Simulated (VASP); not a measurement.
Write the native input for VASP 6.6.1 that does the following.

```
Task                   : relaxation of cell and atoms
Functional             : PBE
Potentials or basis    : VASP PAW PBE potentials, release 64 (Ta_pv, Be, Al)
Cutoff                 : 600 eV
k mesh                 : 4 × 4 × 4
Occupations            : gaussian, width 0.1 eV
Spin                   : no spin polarisation
Dipole correction      : no
Further INCAR settings : ALGO = Normal; EDIFF = 1e-06; IBRION = 2; EDIFFG = -0.04; NSW = 90; ISIF = 3
```

The structure of Ta3BeAl lies in POSCAR:

```
Ta3BeAl
1.0
    4.0989548929      0.0000000000      0.0000000000
    0.0000000000      4.0989548929      0.0000000000
    0.0000000000      0.0000000000      4.0989548929
Ta Be Al
3 1 1
Direct
    0.0000000000      0.5000000000      0.5000000000
    0.5000000000      0.0000000000      0.5000000000
    0.5000000000      0.5000000000      0.0000000000
    0.0000000000      0.0000000000      0.0000000000
    0.5000000000      0.5000000000      0.5000000000
```

The input as run:

INCAR

```
SYSTEM = Ta3BeAl
PREC = Accurate
ENCUT = 600
EDIFF = 1E-6
ISMEAR = 0
SIGMA = 0.1
LREAL = .False.
LASPH = .True.
NELM = 80
ALGO = Normal
ISIF = 3
LWAVE = .False.
LCHARG = .False.
GGA = PE
IBRION = 2
NSW = 90
EDIFFG = -0.04
```

KPOINTS

```
Automatic mesh
0
Gamma
  4 4 4
  0 0 0
```

Potentials or basis: VASP PAW PBE potentials, release 64 (Ta_pv, Be, Al).

The run is started by

```bash
$ cat potpaw_PBE.64/Ta_pv/POTCAR potpaw_PBE.64/Be/POTCAR potpaw_PBE.64/Al/POTCAR > POTCAR
$ mpirun -np 1 vasp_std > vasp.out
```

Results of the run:

| Quantity | Value |
| --- | --- |
| Relaxed volume | 20.28 Å³/atom |
| Relaxed cell | a = 4.663 Å, b = 4.663 Å, c = 4.663 Å, α = 90.00°, β = 90.00°, γ = 90.00° |
| Space group after relaxing (to 0.05 Å) | Pm-3m (No. 221) |
| Energy gained by relaxing | 1351.9 meV/atom |
| Ionic steps | 5 |
| Pressure after relaxing | 0.0 GPa |
| Band gap on the k mesh | zero (band 19 reaches 4.08 eV, above the bottom of band 20 at 3.98 eV) |

Caveat: the k points lie up to 0.34 Å⁻¹ apart in the final cell; the volume moved by over 15 % at a fixed basis, so the end points are rough; spin-orbit coupling is left out, which moves the levels of the heavy elements.

Run time: 46 s on 1 thread of AMD EPYC 9R45 96-Core Processor (Zen 5), with other jobs on the host, peak memory 0.19 GiB.
